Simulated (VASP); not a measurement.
Wanted: the native input for a VASP 6.6.1 run.

```
Task                   : single point
Functional             : PBE
Potentials or basis    : VASP PAW PBE potentials, release 64 (Ge_d)
Cutoff                 : 520 eV
k mesh                 : 20 × 20 × 14
Occupations            : fermi-dirac, width 0.1 eV
Spin                   : no spin polarisation
Dipole correction      : no
Further INCAR settings : ALGO = Normal; EDIFF = 1e-07; NBANDS = 21
```

The structure of Ge lies in POSCAR:

```
Ge
1.0
   -2.5895969402      2.5925163914      1.4299762707
    2.5925163914     -2.5895969402      1.4299762707
    2.6045385251      2.6045385251     -1.4246292904
Ge
2
Direct
    0.9999201564      0.0000798436      0.0000000000
    0.7500798436      0.2499201564      0.5000000000
```

These files were run (other wordings do the same):

INCAR

```
SYSTEM = Ge
PREC = Accurate
ENCUT = 520
EDIFF = 1E-7
ISMEAR = -1
SIGMA = 0.1
LREAL = .False.
LASPH = .True.
NELM = 80
ALGO = Normal
ISIF = 2
LWAVE = .False.
LCHARG = .True.
GGA = PE
LELF = .True.
LVHAR = .True.
NBANDS = 21
```

KPOINTS

```
Automatic mesh
0
Gamma
  20 20 14
  0 0 0
```

Potentials or basis: VASP PAW PBE potentials, release 64 (Ge_d).

The run is started by

```bash
$ cat potpaw_PBE.64/Ge_d/POTCAR > POTCAR
$ mpirun -np 1 vasp_std > vasp.out
```

It gave:

- Pressure: 0.0 GPa
- Largest force: 0.003 eV/Å
- Band gap on the k mesh: zero (bands 14 and 15 overlap by 5.10 eV)

Run time: 24 min on 1 thread of Oxide Virtual Turin-like Processor, with other jobs on the host, peak memory 0.9 GiB.
